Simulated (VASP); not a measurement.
# AlN (P6_3/mmc) in VASP: notebook

The runs below take AlN through single point, with PBE.

Program: VASP 6.6.1. These are calculated values, not measurements. Logs are shortened: lines on timing, memory, paths and dates and some standing lists are left out, and cuts for length are marked.

### Step 1. The cell of the first run

The structure is hexagonal, space group P6_3/mmc (No. 194). The conventional cell has a = 3.355 Å, b = 3.355 Å, c = 4.690 Å, α = 90.00°, β = 90.00°, γ = 120.00°. Al (site symmetry -6m2) has 5 N at 1.94 to 2.35 Å within 2.6 Å. Within 2.6 Å of N (site symmetry -6m2) lie 5 Al at 1.94 to 2.35 Å.

### Step 2. Single point, PBE

Contents of INCAR:

```
SYSTEM = AlN
  PREC = Accurate
  ENCUT = 520
  EDIFF = 1E-6
  ISMEAR = 0
  SIGMA = 0.05
  LREAL = .False.
  LASPH = .True.
  NELM = 80
  ALGO = Normal
  ISIF = 2
  LWAVE = .False.
  LCHARG = .False.
  GGA = PE
  NBANDS = 16
```

Contents of KPOINTS:

```
regular mesh
0
Gamma
  9 9 6
  0 0 0
```

Contents of POSCAR:

```
AlN
1.0
    3.3549000000      0.0000000000      0.0000000000
   -1.6774500000      2.9054286271      0.0000000000
    0.0000000000      0.0000000000      4.6901000000
Al N
2 2
Direct
    0.3333333333      0.6666666667      0.7500000000
    0.6666666667      0.3333333333      0.2500000000
    0.3333333333      0.6666666667      0.2500000000
    0.6666666667      0.3333333333      0.7500000000
```

Potentials or basis: VASP PAW PBE potentials, release 64 (Al, N).

Started as:

```console
$ cat potpaw_PBE.64/Al/POTCAR potpaw_PBE.64/N/POTCAR > POTCAR
$ mpirun -np 1 vasp_std > vasp.out
```

OUTCAR:

```text
SYSTEM = AlN
   PREC = Accurate
   ENCUT = 520
   EDIFF = 1E-6
   ISMEAR = 0
   LREAL = .False.
   LASPH = .True.
   NELM = 80
   ISIF = 2
   GGA = PE

 ion  position               nearest neighbor table
   1  0.333  0.667  0.750-   4 1.94   4 1.94   4 1.94   3 2.35   3 2.35   2 3.04   2 3.04   2 3.04
                             2 3.04   2 3.04   2 3.04
   2  0.667  0.333  0.250-   3 1.94   3 1.94   3 1.94   4 2.35   4 2.35   1 3.04   1 3.04   1 3.04
                             1 3.04   1 3.04   1 3.04
   3  0.333  0.667  0.250-   2 1.94   2 1.94   2 1.94   1 2.35   1 2.35
   4  0.667  0.333  0.750-   1 1.94   1 1.94   1 1.94   2 2.35   2 2.35

  LATTYP: Found a hexagonal cell.
 ALAT       =     3.3549000000
 C/A-ratio  =     1.3979850368

  Lattice vectors:

 A1 = (   3.3549000000,   0.0000000000,   0.0000000000)
 A2 = (  -1.6774500000,   2.9054286271,   0.0000000000)
 A3 = (   0.0000000000,   0.0000000000,   4.6901000000)

Analysis of symmetry for initial positions (statically):
=====================================================================
 Subroutine PRICEL returns:
 Original cell was already a primitive cell.

 Routine SETGRP: Setting up the symmetry group for a
 hexagonal supercell.

 Subroutine GETGRP returns: Found 24 space group operations
 (whereof 12 operations were pure point group operations)
 out of a pool of 24 trial point group operations.

The static configuration has the point symmetry D_3d.
 The point group associated with its full space group is D_6h.

Analysis of symmetry for dynamics (positions and initial velocities):
=====================================================================
 Subroutine PRICEL returns:
 Original cell was already a primitive cell.

 Routine SETGRP: Setting up the symmetry group for a
 hexagonal supercell.

 Subroutine GETGRP returns: Found 24 space group operations
 (whereof 12 operations were pure point group operations)
 out of a pool of 24 trial point group operations.

The dynamic configuration has the point symmetry D_3d.
 The point group associated with its full space group is D_6h.

 Subroutine INISYM returns: Found 24 space group operations
 (whereof 12 operations are pure point group operations),
 and found     1 'primitive' translations

----------------------------------------------------------------------------------------

                                     Primitive cell

  volume of cell :      45.7164

  direct lattice vectors                    reciprocal lattice vectors
     3.354900000  0.000000000  0.000000000     0.298071478  0.172091648  0.000000000
    -1.677450000  2.905428627  0.000000000     0.000000000  0.344183296  0.000000000
     0.000000000  0.000000000  4.690100000     0.000000000  0.000000000  0.213215070

  length of vectors
     3.354900000  3.354900000  4.690100000     0.344183296  0.344183296  0.213215070

  position of ions in fractional coordinates (direct lattice)
     0.333333333  0.666666667  0.750000000
     0.666666667  0.333333333  0.250000000
     0.333333333  0.666666667  0.250000000
     0.666666667  0.333333333  0.750000000

  ion indices of the primitive-cell ions
   primitive index   ion index
                 1           1
                 2           2
                 3           3
                 4           4

----------------------------------------------------------------------------------------

 KPOINTS: regular mesh

Automatic generation of k-mesh.
 Grid dimensions read from file:
 generate k-points for:    9    9    6

 Generating k-lattice:

  Cartesian coordinates                     Fractional coordinates (reciprocal lattice)
     0.033119053  0.019121294  0.000000000     0.111111111  0.000000000  0.000000000
     0.000000000  0.038242588  0.000000000     0.000000000  0.111111111  0.000000000
     0.000000000  0.000000000  0.035535845     0.000000000  0.000000000  0.166666667

  Length of vectors
     0.038242588  0.038242588  0.035535845

  Shift w.r.t. Gamma in fractional coordinates (k-lattice)
     0.000000000  0.000000000  0.000000000

 Subroutine IBZKPT returns following result:
 ===========================================

 Found     48 irreducible k-points:

 Following reciprocal coordinates:
            Coordinates               Weight
  0.000000  0.000000  0.000000      1.000000
  0.111111 -0.000000  0.000000      6.000000
  0.222222 -0.000000  0.000000      6.000000
  0.333333 -0.000000  0.000000      6.000000
  0.444444 -0.000000  0.000000      6.000000
  0.111111  0.111111  0.000000      6.000000
[... 16 lines left out ...]
  0.333333  0.222222  0.166667     24.000000
  0.333333  0.333333  0.166667      4.000000
 [... further k-points ...]
   k-points           NKPTS =     48   k-points in BZ     NKDIM =     48   number of bands    NBANDS=     16
   number of dos      NEDOS =    301   number of ions     NIONS =      4
   total plane-waves  NPLWV =  28224
   dimension x,y,z NGX =    28 NGY =   28 NGZ =   36
   dimension x,y,z NGXF=    56 NGYF=   56 NGZF=   72
   ions per type =               2   2
   NGX,Y,Z   is equivalent  to a cutoff of  13.87, 13.87, 12.76 a.u.
   NGXF,Y,Z  is equivalent  to a cutoff of  27.75, 27.75, 25.52 a.u.
 SYSTEM =  AlN
   PREC   = accura    normal or accurate (medium, high low for compatibility)
   ISTART =      0    job   : 0-new  1-cont  2-samecut
   ICHARG =      2    charge: 1-file 2-atom 10-const
   ISPIN  =      1    spin polarized calculation?
   LNONCOLLINEAR =      F non collinear calculations
   LSORBIT =      F    spin-orbit coupling
   LASPH  =      T    aspherical Exc in radial PAW
   ENCUT  =  520.0 eV  38.22 Ry    6.18 a.u.   6.24  6.24  8.72*2*pi/ulx,y,z
   NELM   =     80;   NELMIN=  2; NELMDL= -5     # of ELM steps
   EDIFF  = 0.1E-05   stopping-criterion for ELM
   LREAL  =      F    real-space projection
   EDIFFG = 0.1E-04   stopping-criterion for IOM
   NSW    =      0    number of steps for IOM
   IBRION =     -1    ionic relax: 0-MD 1-quasi-New 2-CG
   NFREE  =      0    steps in history (QN), initial steepest desc. (CG)
   ISIF   =      2    stress and relaxation
   ISYM   =      2    0-nonsym 1-usesym 2-fastsym
   POTIM  = 0.5000    time-step for ionic-motion
   TEBEG  =    0.0;   TEEND  =   0.0 temperature during run
   PSTRESS=    0.0 pullay stress
   NELECT =      16.0000    total number of electrons
   NUPDOWN=      -1.0000    fix difference up-down
   EMIN   =  10.00;   EMAX   =-10.00  energy-range for DOS
   EFERMI =   0.00;   METHOD = LEGACY
   ISMEAR =     0;   SIGMA  =   0.05  broadening in eV -4-tet -1-fermi 0-gaus
   EFERMI_NEDOS =   21; number of points for ismear=-14 and -15
   IALGO  =     38    algorithm
   IMIX   =      4    mixing-type and parameters
     AMIX     =   0.40;   BMIX     =  1.00
     AMIX_MAG =   1.60;   BMIX_MAG =  1.00
  volume/ion in A,a.u.               =      11.43        77.13
  Fermi-wavevector in a.u.,A,eV,Ry     =   1.153695  2.180167 18.109507  1.331011
  Thomas-Fermi vector in A             =   2.290337
   LORBIT       =      0    0 simple, 1 ext, 2 COOP (PROOUT), +10 PAW based schemes
   GGA     = PE    functional components
   LHFCALC =     F    Hartree Fock is set to
   AEXX    =    0.0000 exact exchange contribution
   IVDW    =     0    specifies the selected vdW correction
   LEPSILON=     F    determine dielectric tensor
   LRPA    =     F    only Hartree local field effects (RPA)
 non-spin polarized calculation
 Gauss-broadening in eV      SIGMA  =   0.05
  energy-cutoff  :      520.00
  volume of cell :       45.72
 maximum number of plane-waves:      1248
 NGX is ok and might be reduce to    28
   NGX = 13   NGY = 13   NGZ = 17

 number of electron      15.9999999 magnetization

 Free energy of the ion-electron system (eV)
  ---------------------------------------------------
  ext. energy  EPLUGINS =         0.00000000
  ---------------------------------------------------
  free energy    TOTEN  =       -28.91011659 eV

  energy without entropy =      -28.91011659  energy(sigma->0) =      -28.91011659

 E-fermi :   6.9368     XC(G=0): -10.5608

 val. band max:        6.7292534642   @ k =   0.0000   0.0000   0.0000
 cond. band min:       8.6881656542   @ k =   0.0000   0.0000   0.0000
 fundamental gap:      1.9589121900
 Fermi energy:         6.9368199686

 k-point     1 :       0.0000    0.0000    0.0000
  band No.  band energies     occupation
      1      -9.2777      2.00000
      2      -6.8028      2.00000
      3       0.3383      2.00000
      4       3.8108      2.00000
      5       3.8108      2.00000
      6       4.8854      2.00000
[... 8 lines left out ...]
     15      16.7071      0.00000
     16      17.8771      0.00000

 k-point     2 :       0.1111   -0.0000    0.0000
  band No.  band energies     occupation
      1      -9.1493      2.00000
      2      -6.7623      2.00000
      3       0.4920      2.00000
      4       3.2563      2.00000
      5       3.6407      2.00000
      6       4.3094      2.00000
[... 8 lines left out ...]
     15      17.0532      0.00000
     16      17.5022      0.00000

 k-point     3 :       0.2222   -0.0000    0.0000
  band No.  band energies     occupation
      1      -8.7852      2.00000
      2      -6.6800      2.00000
      3       0.9397      2.00000
      4       2.0849      2.00000
      5       3.2847      2.00000
      6       3.2850      2.00000
[... 8 lines left out ...]
     15      16.9224      0.00000
     16      16.9417      0.00000

 k-point     4 :       0.3333   -0.0000    0.0000
  band No.  band energies     occupation
      1      -8.2586      2.00000
      2      -6.6643      2.00000
      3       0.9976      2.00000
      4       1.6288      2.00000
      5       2.3797      2.00000
      6       2.9533      2.00000
[... 8 lines left out ...]
     15      16.8609      0.00000
     16      17.6169      0.00000
[... 324 lines left out ...]
 k-point    22 :       0.2222    0.2222    0.1667
  band No.  band energies     occupation
      1      -7.8918      2.00000
      2      -6.7761      2.00000
      3       0.8982      2.00000
      4       1.1634      2.00000
      5       2.5498      2.00000
      6       2.9309      2.00000
[... 8 lines left out ...]
     15      16.5902      0.00000
     16      18.5300      0.00000

 k-point    23 :       0.3333    0.2222    0.1667
  band No.  band energies     occupation
      1      -7.4464      2.00000
      2      -6.8921      2.00000
      3       0.5716      2.00000
      4       1.2237      2.00000
      5       1.8269      2.00000
      6       3.4688      2.00000
[... 8 lines left out ...]
     15      16.5454      0.00000
     16      18.3822      0.00000

 k-point    24 :       0.3333    0.3333    0.1667
  band No.  band energies     occupation
      1      -7.1102      2.00000
      2      -7.1102      2.00000
      3       0.7857      2.00000
      4       1.2802      2.00000
      5       1.2802      2.00000
      6       3.2036      2.00000
[... 8 lines left out ...]
     15      16.7958      0.00000
     16      18.1754      0.00000

 [... further k-points ...]
[... 5 lines left out ...]
  --------------------------------------------------------------------------------------
  -------------------------------------------------------------------------------------
  Total       -5.0266448     -5.0266448     -5.0894361      0.0000000     -0.0000000      0.0000000
  in kB     -176.1638877   -176.1638877   -178.3644738      0.0000000     -0.0000000      0.0000000
  external PRESSURE =    -176.8974164 kB  Pullay stress =       0.0000000 kB

 VOLUME and BASIS-vectors are now :
 -----------------------------------------------------------------------------
  energy-cutoff  :      520.00
  volume of cell :       45.72
      direct lattice vectors                 reciprocal lattice vectors
     3.354900000  0.000000000  0.000000000     0.298071478  0.172091648  0.000000000
    -1.677450000  2.905428627  0.000000000     0.000000000  0.344183296  0.000000000
     0.000000000  0.000000000  4.690100000     0.000000000  0.000000000  0.213215070

 POSITION                                       TOTAL-FORCE (eV/Angst)
 -----------------------------------------------------------------------------------
     -0.00000      1.93695      3.51757         0.000000      0.000000      0.000000
      1.67745      0.96848      1.17253         0.000000     -0.000000      0.000000
     -0.00000      1.93695      1.17253        -0.000000      0.000000      0.000000
      1.67745      0.96848      3.51757        -0.000000     -0.000000      0.000000
 -----------------------------------------------------------------------------------
    total drift:                               -0.000000      0.000000     -0.000000

  FREE ENERGIE OF THE ION-ELECTRON SYSTEM (eV)
  ---------------------------------------------------
  free  energy   TOTEN  =       -28.9101165859 eV

  energy  without entropy=      -28.9101165859  energy(sigma->0) =      -28.91011659
```

Run time: 17 s. Hardware: 1 thread of Intel Xeon Platinum 8488C (Sapphire Rapids), shared host; peak memory 0.18 GiB.

What came out:

| Property | Result |
| --- | --- |
| Free energy | -28.9101 eV |
| Pressure | -17.7 GPa |
| Band gap on the k mesh | 1.96 eV, direct |

(Continued in part 2 of 2.)
